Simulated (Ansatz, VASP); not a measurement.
Two plane-wave programs on Cr

File INCAR:

```
  PREC = Accurate
  ENCUT = 600
  EDIFF = 1E-6
  ISMEAR = -1
  SIGMA = 0.1
  LREAL = F
  LASPH = T
  NELM = 80
  ALGO = Normal
  ISIF = 3
  LWAVE = F
  LCHARG = F
  GGA = RP
  IBRION = 2
  NSW = 80
  EDIFFG = -0.01
```

KPOINTS

```
Automatic mesh
0
Gamma
  15 15 15
```

The input POSCAR:

```
Cr
1.0
    0.0000000000      1.8167431579      1.8167431579
    1.8167431579      0.0000000000      1.8167431579
    1.8167431579      1.8167431579      0.0000000000
Cr
1
Direct
    0.0000000000      0.0000000000      0.0000000000
```

Input for Ansatz:

```yaml
crystal:
  lattice:
    - [0.0, 1.8167431579, 1.8167431579]
    - [1.8167431579, 0.0, 1.8167431579]
    - [1.8167431579, 1.8167431579, 0.0]
  atoms:
    - { symbol: Cr, position: [0.0, 0.0, 0.0] }
hamiltonian:
  xc: rpbe
  pseudopotentials:
    kind: paw
    azcp:
      Cr: "pseudopotentials/Cr.paw.azcp"
basis:
  ecutwfc: 420
  fft_grid_basis: typed
kpoints:
  mp_grid: { grid: [15, 15, 15], shift: [0, 0, 0] }
magnetization:
  spin_polarized: false
scf:
  occupations: { method: fermi_dirac, width: 0.1 }
relax:
  max_steps: 60
  f_tol: 0.01
  cell: {}
```

Alike in both runs: task relaxation of cell and atoms; functional RPBE; k mesh 15 × 15 × 15; occupations fermi-dirac, width 0.1 eV; no spin polarisation.

|  | VASP | Ansatz |
| --- | --- | --- |
| version | VASP 6.6.1 | Ansatz 0.2.0 |
| potentials or method | VASP PAW PBE potentials, release 64 (Cr_pv), cutoff 600 eV | plane waves (420 eV) with PAW, scalar-relativistic |
| valence electrons in the cell | 12 | 14 |

```tsv
	VASP	Ansatz	Ansatz less VASP
relaxed volume (Å³/atom)	12.14	12.16	+0.019
relaxed cell length with the largest relative difference (Å)	2.580	2.581	+0.0014
```

VASP's potentials were made for PBE, not for RPBE. VASP's potentials hold 12 valence electrons a cell and Ansatz's 14, so a difference there can come from the potentials and not from the codes.
